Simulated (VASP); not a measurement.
A run of VASP 6.6.1:

The input INCAR:

```
ALGO = Normal
EDIFF = 1E-6
ENCUT = 520
GGA = PE
ISIF = 2
ISMEAR = 0
ISPIN = 2
LASPH = True
LCHARG = False
LDAU = True
LDAUJ = 0 0
LDAUL = 2 -1
LDAUPRINT = 1
LDAUTYPE = 2
LDAUU = 6.2 0
LMAXMIX = 4
LORBIT = 11
LREAL = False
LWAVE = False
MAGMOM = 2.11 -0.38
NBANDS = 21
NELM = 150
PREC = Accurate
SIGMA = 0.1
```

Contents of KPOINTS:

```
k-points
0
Gamma
  12 12 12
```

POSCAR

```
WSe
1.0
    3.5486714783      0.0000000000      0.0000000000
    0.0000000000      3.5486714783      0.0000000000
    0.0000000000      0.0000000000      3.5486714783
W Se
1 1
Direct
    0.0000000000      0.0000000000      0.0000000000
    0.5000000000      0.5000000000      0.5000000000
```

Potentials or basis: VASP PAW PBE potentials, release 64 (W_sv, Se).

The run is started by

```bash
$ cat potpaw_PBE.64/W_sv/POTCAR potpaw_PBE.64/Se/POTCAR > POTCAR
$ mpirun -np 1 vasp_std > vasp.out
```

Hardware: 1 thread of AMD EPYC 9R45 96-Core Processor (Zen 5), on a shared host.

**Question.** How long does it take, and how much memory?

**Answer.** It took 71 s on 1 thread of AMD EPYC 9R45 96-Core Processor (Zen 5), with other jobs on the host, peak memory 0.23 GiB. Counts: scf iterations 20, k points 84.
